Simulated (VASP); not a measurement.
# HfN in VASP: notebook

Runs on HfN. Level: LDA. Tasks: single point.

Everything below comes from runs of VASP 6.6.1. Logs are shortened: lines on timing, memory, paths and dates and some standing lists are left out, and cuts for length are marked.

## (1) The cell of the first run

The structure is orthorhombic, space group Imm2 (No. 44). The conventional cell has a = 3.159 Å, b = 4.468 Å, c = 3.159 Å, α = 90.00°, β = 90.00°, γ = 90.00°. Within 2.9 Å of Hf (site symmetry mm2) lie 6 N at 2.20 to 2.27 Å. N (site symmetry mm2) has 6 Hf at 2.20 to 2.27 Å within 2.9 Å.

## (2) Single point, LDA (atoms displaced along a vibrational mode)

INCAR

```
SYSTEM = HfN
PREC = Accurate
ENCUT = 520
EDIFF = 1E-6
ISMEAR = 0
SIGMA = 0.15
LREAL = .FALSE.
LASPH = .TRUE.
NELM = 60
ALGO = Normal
ISIF = 2
LWAVE = .FALSE.
LCHARG = .FALSE.
GGA = CA
NBANDS = 14
```

KPOINTS

```
regular mesh
0
G
  18 18 18
  0 0 0
```

POSCAR

```
HfN
1.0
    0.0000000000      2.2339756793      2.2339756793
    2.2339756793      0.0000000000      2.2339756793
    2.2339756793      2.2339756793      0.0000000000
Hf N
1 1
Direct
    0.0000000000      0.0010538503      0.0000000000
    0.5000000000      0.4865710266      0.5000000000
```

Potentials or basis: VASP PAW LDA potentials, release 64 (Hf_pv, N).

Launch:

```console
$ cat potpaw_LDA.64/Hf_pv/POTCAR potpaw_LDA.64/N/POTCAR > POTCAR
$ mpirun -np 1 vasp_std > vasp.out
```

OUTCAR:

```text
SYSTEM = HfN
   PREC = Accurate
   ENCUT = 520
   EDIFF = 1E-6
   ISMEAR = 0
   LREAL = .FALSE.
   LASPH = .TRUE.
   NELM = 60
   ISIF = 2
   GGA = CA

 ion  position               nearest neighbor table
   1  0.000  0.001  0.000-   2 2.20   2 2.20   2 2.23   2 2.23   2 2.27   2 2.27
   2  0.500  0.487  0.500-   1 2.20   1 2.20   1 2.23   1 2.23   1 2.27   1 2.27

  LATTYP: Found a face centered cubic cell.
 ALAT       =     4.4679513586

  Lattice vectors:

 A1 = (   0.0000000000,   2.2339756793,   2.2339756793)
 A2 = (   2.2339756793,   0.0000000000,   2.2339756793)
 A3 = (   2.2339756793,   2.2339756793,   0.0000000000)

Analysis of symmetry for initial positions (statically):
=====================================================================
 Subroutine PRICEL returns:
 Original cell was already a primitive cell.

 Routine SETGRP: Setting up the symmetry group for a
 face centered cubic supercell.

 Subroutine GETGRP returns: Found  4 space group operations
 (whereof  4 operations were pure point group operations)
 out of a pool of 48 trial point group operations.

The static configuration has the point symmetry C_2v.

Analysis of symmetry for dynamics (positions and initial velocities):
=====================================================================
 Subroutine PRICEL returns:
 Original cell was already a primitive cell.

 Routine SETGRP: Setting up the symmetry group for a
 face centered cubic supercell.

 Subroutine GETGRP returns: Found  4 space group operations
 (whereof  4 operations were pure point group operations)
 out of a pool of 48 trial point group operations.

The dynamic configuration has the point symmetry C_2v.

 Subroutine INISYM returns: Found  4 space group operations
 (whereof  4 operations are pure point group operations),
 and found     1 'primitive' translations

----------------------------------------------------------------------------------------

                                     Primitive cell

  volume of cell :      22.2980

  direct lattice vectors                    reciprocal lattice vectors
     0.000000000  2.233975679  2.233975679    -0.223816224  0.223816224  0.223816224
     2.233975679  0.000000000  2.233975679     0.223816224 -0.223816224  0.223816224
     2.233975679  2.233975679  0.000000000     0.223816224  0.223816224 -0.223816224

  length of vectors
     3.159318704  3.159318704  3.159318704     0.387661071  0.387661071  0.387661071

  position of ions in fractional coordinates (direct lattice)
     0.000000000  0.001053850  0.000000000
     0.500000000  0.486571027  0.500000000

  ion indices of the primitive-cell ions
   primitive index   ion index
                 1           1
                 2           2

----------------------------------------------------------------------------------------
[... 87 lines left out ...]
   IALGO  =     38    algorithm
   IMIX   =      4    mixing-type and parameters
     AMIX     =   0.40;   BMIX     =  1.00
     AMIX_MAG =   1.60;   BMIX_MAG =  1.00
  volume/ion in A,a.u.               =      11.15        75.24
  Fermi-wavevector in a.u.,A,eV,Ry     =   1.434444  2.710705 27.995735  2.057628
  Thomas-Fermi vector in A             =   2.553851
   LORBIT       =      0    0 simple, 1 ext, 2 COOP (PROOUT), +10 PAW based schemes
   GGA     = CA    functional components
   LHFCALC =     F    Hartree Fock is set to
   AEXX    =    0.0000 exact exchange contribution
   IVDW    =     0    specifies the selected vdW correction
   LEPSILON=     F    determine dielectric tensor
   LRPA    =     F    only Hartree local field effects (RPA)
 non-spin polarized calculation
 Gauss-broadening in eV      SIGMA  =   0.15
  energy-cutoff  :      520.00
  volume of cell :       22.30
 maximum number of plane-waves:       620
   NGX = 11   NGY = 11   NGZ = 11

 number of electron      14.9999999 magnetization

 Free energy of the ion-electron system (eV)
  ---------------------------------------------------
  ext. energy  EPLUGINS =         0.00000000
  ---------------------------------------------------
  free energy    TOTEN  =       -23.85880909 eV

  energy without entropy =      -23.85182388  energy(sigma->0) =      -23.85531649

 E-fermi :   8.4882     XC(G=0): -13.1520

 val. band max:        8.4778056046   @ k =   0.4444   0.2222   0.3333
 cond. band min:       8.5013395454   @ k =   0.0000   0.1111   0.0000
 fundamental gap:      0.0235339408
 Fermi energy:         8.4881862132

 k-point     1 :       0.0000    0.0000    0.0000
  band No.  band energies     occupation
      1     -22.3041      2.00000
      2     -22.3027      2.00000
      3     -22.3015      2.00000
      4      -8.9284      2.00000
      5       5.4680      2.00000
      6       5.4737      2.00000
      7       5.4852      2.00000
      8       8.0901      1.99983
      9       8.1347      1.99914
     10       8.1374      1.99906
     11      10.5054      0.00000
     12      10.5294      0.00000
     13      10.8135      0.00000
     14      18.2243      0.00000
[... 377 lines left out ...]
      1     -22.4169      2.00000
      2     -22.3281      2.00000
      3     -22.3175      2.00000
      4      -8.6493      2.00000
      5       4.2073      2.00000
      6       4.9691      2.00000
      7       5.1130      2.00000
      8       7.8939      2.00000
      9       8.7139      0.03334
     10       8.7718      0.00750
     11      10.9022      0.00000
     12      11.0896      0.00000
     13      12.2122      0.00000
     14      19.1174      0.00000

 [... further k-points ...]

------------------------ aborting loop because EDIFF is reached ----------------------------------------

  FORCE on cell =-STRESS in cart. coord.  units (eV):
  Direction    XX          YY          ZZ          XY          YZ          ZX
  --------------------------------------------------------------------------------------
  -------------------------------------------------------------------------------------
  Total       -0.1011551     -0.1621191     -0.1011551      0.0000000      0.0000000     -0.0108428
  in kB       -7.2683020    -11.6487513     -7.2683020      0.0000000      0.0000000     -0.7790856
  external PRESSURE =      -8.7284518 kB  Pullay stress =       0.0000000 kB

 VOLUME and BASIS-vectors are now :
 -----------------------------------------------------------------------------
  energy-cutoff  :      520.00
  volume of cell :       22.30
      direct lattice vectors                 reciprocal lattice vectors
     0.000000000  2.233975679  2.233975679    -0.223816224  0.223816224  0.223816224
     2.233975679  0.000000000  2.233975679     0.223816224 -0.223816224  0.223816224
     2.233975679  2.233975679  0.000000000     0.223816224  0.223816224 -0.223816224

 POSITION                                       TOTAL-FORCE (eV/Angst)
 -----------------------------------------------------------------------------------
      0.00235      0.00000      0.00235        -0.414064      0.000000     -0.414064
      2.20398      2.23398      2.20398         0.414064     -0.000000      0.414064
 -----------------------------------------------------------------------------------
    total drift:                                0.000049      0.000000      0.000049

  FREE ENERGIE OF THE ION-ELECTRON SYSTEM (eV)
  ---------------------------------------------------
  free  energy   TOTEN  =       -23.8588090932 eV

  energy  without entropy=      -23.8518238791  energy(sigma->0) =      -23.85531649
```

Wall time 89 s (1 thread of Intel Xeon Platinum 8488C (Sapphire Rapids), shared host); peak memory 0.37 GiB.

Results:

| Item | Value |
| --- | --- |
| Free energy | -23.8588 eV |
| Pressure | -0.9 GPa |
| Largest force | 0.586 eV/Å |
| Band gap on the k mesh | zero (an odd number of electrons rules out a gap without spin polarisation) |

Forces in eV/Å, atoms in the order of the input:
```
Hf  -0.414  0.000 -0.414
N    0.414  0.000  0.414
```

Caveat: the cell differs from its parent crystal (atoms displaced along a vibrational mode); spin-orbit coupling is left out, which moves the levels of the heavy elements.

## (3) Single point, LDA (atoms displaced along a vibrational mode)

INCAR

```
SYSTEM = HfN
PREC = Accurate ; ENCUT = 520
EDIFF = 1E-7 ; ISMEAR = 0
SIGMA = 0.15 ; LREAL = .False.
LASPH = .True. ; NELM = 100
ALGO = Normal ; ISIF = 2
LWAVE = .False. ; LCHARG = .False.
NBANDS = 14
```

KPOINTS

```
Automatic mesh
0
Gamma
  18 18 18
  0 0 0
```

POSCAR

```
HfN
1.0
    0.0000000000      2.2339756793      2.2339756793
    2.2339756793      0.0000000000      2.2339756793
    2.2339756793      2.2339756793      0.0000000000
Hf N
1 1
Direct
    0.0000000000      0.0021077006      0.0000000000
    0.5000000000      0.4731420532      0.5000000000
```

Potentials or basis: VASP PAW LDA potentials, release 64 (Hf_pv, N).

Launch:

```console
$ cat potpaw_LDA.64/Hf_pv/POTCAR potpaw_LDA.64/N/POTCAR > POTCAR
$ mpirun -np 1 vasp_std > vasp.out
```

Run time: 1.8 min. Hardware: 1 thread of Intel Xeon Platinum 8488C (Sapphire Rapids), shared host; peak memory 0.37 GiB.

The run converged. Its results:

```
Free energy            : -23.8187 eV
Pressure               : 0.1 GPa
Largest force          : 1.165 eV/Å
Band gap on the k mesh : zero (an odd number of electrons rules out a gap without spin polarisation)
```

Forces on the atoms (eV/Å):
```
Hf  -0.824  0.000 -0.824
N    0.824  0.000  0.824
```

Stress tensor (GPa, compression positive):
```
 0.65  0.00 -0.32
 0.00 -1.12  0.00
-0.32  0.00  0.65
```

Levels at points of the mesh, in eV from the Fermi level:
```
           k point  band 6  band 7  band 8  band 9  band 10  band 11
(0.00, 0.00, 0.00)   -3.12   -3.08   -0.40   -0.23    -0.21     2.06
(0.50, 0.00, 0.00)   -6.30   -6.26    3.42    3.75     3.84     4.73
(0.00, 0.50, 0.00)   -6.32   -6.31    3.39    3.84     3.87     4.81
(0.50, 0.50, 0.00)   -4.31   -3.62   -3.24    4.28     5.77     5.77
(0.50, 0.00, 0.50)   -4.50   -3.64   -3.02    4.29     5.77     5.77
```

Caveat: the cell differs from its parent crystal (atoms displaced along a vibrational mode); spin-orbit coupling is left out, which moves the levels of the heavy elements; forces of over 1 eV/Å act on the atoms, so gaps and moduli don't describe the material at rest.

## (4) Single point, LDA (atoms displaced along a vibrational mode)

INCAR

```
  PREC = Accurate
  ENCUT = 520
  EDIFF = 1E-6
  ISMEAR = 0
  SIGMA = 0.15
  LREAL = F
  LASPH = T
  NELM = 100
  ALGO = Normal
  ISIF = 2
  LWAVE = F
  LCHARG = F
  GGA = CA
  NBANDS = 14
```

KPOINTS

```
Automatic mesh
0
Gamma
  18 18 18
```

POSCAR

```
HfN
1.0
    0.0000000000      2.2339756793      2.2339756793
    2.2339756793      0.0000000000      2.2339756793
    2.2339756793      2.2339756793      0.0000000000
Hf N
1 1
Direct
   -0.0010538503      0.0021077006      0.0010538503
    0.5134289734      0.4731420532      0.4865710266
```

Launch:

```console
$ cat potpaw_LDA.64/Hf_pv/POTCAR potpaw_LDA.64/N/POTCAR > POTCAR
$ mpirun -np 1 vasp_std > vasp.out
```

Run time: 3.3 min. Hardware: 1 thread of Intel Xeon Platinum 8488C (Sapphire Rapids), shared host; peak memory 0.57 GiB.

The run converged. Its results:

| Item | Value |
| --- | --- |
| Free energy | -23.8051 eV |
| Pressure | 0.4 GPa |
| Largest force | 1.312 eV/Å |
| Band gap on the k mesh | zero (an odd number of electrons rules out a gap without spin polarisation) |

Forces on the atoms (eV/Å):
```
Hf  -1.247  0.000 -0.407
N    1.247  0.000  0.407
```

Stress tensor (GPa, compression positive):
```
 2.89  0.00 -0.24
 0.00 -1.11  0.00
-0.24  0.00 -0.67
```

Levels at points of the mesh, in eV from the Fermi level:
| k point | band 6 | band 7 | band 8 | band 9 | band 10 | band 11 |
| --- | --- | --- | --- | --- | --- | --- |
| (0.00, 0.00, 0.00) | -3.16 | -3.12 | -0.39 | -0.18 | -0.18 | 2.04 |
| (0.50, 0.00, 0.00) | -6.30 | -6.26 | 3.41 | 3.73 | 3.86 | 4.75 |
| (0.00, 0.50, 0.00) | -6.32 | -6.30 | 3.39 | 3.80 | 3.88 | 4.81 |
| (0.50, 0.50, 0.00) | -4.54 | -3.63 | -2.99 | 4.30 | 5.77 | 5.78 |
| (0.00, 0.50, 0.50) | -4.09 | -3.61 | -3.47 | 4.27 | 5.76 | 5.77 |
| (0.50, 0.00, 0.50) | -4.58 | -3.64 | -2.94 | 4.31 | 5.77 | 5.78 |

Caveat: the cell differs from its parent crystal (atoms displaced along a vibrational mode); spin-orbit coupling is left out, which moves the levels of the heavy elements; forces of over 1 eV/Å act on the atoms, so gaps and moduli don't describe the material at rest.

## (5) The runs side by side

```csv
cell,gap on the mesh (eV),pressure (GPa),largest force (eV/Å)
"as given, atomic positions A",none,-0.9,0.59
"as given, atomic positions B",none,0.1,1.17
"as given, atomic positions C",none,0.4,1.31
```

Alike in all rows: task single point; level LDA; potentials or basis VASP PAW LDA potentials, release 64 (Hf_pv, N); no spin polarisation; k mesh 18 × 18 × 18; cutoff (eV) 520; smearing gaussian 0.15 eV.

Caveats: spin-orbit coupling is left out, which moves the levels of the heavy elements; forces of over 1 eV/Å act on the atoms, so gaps and moduli don't describe the material at rest (at least some runs).

Absolute energies hang on the potentials; compare differences alone.
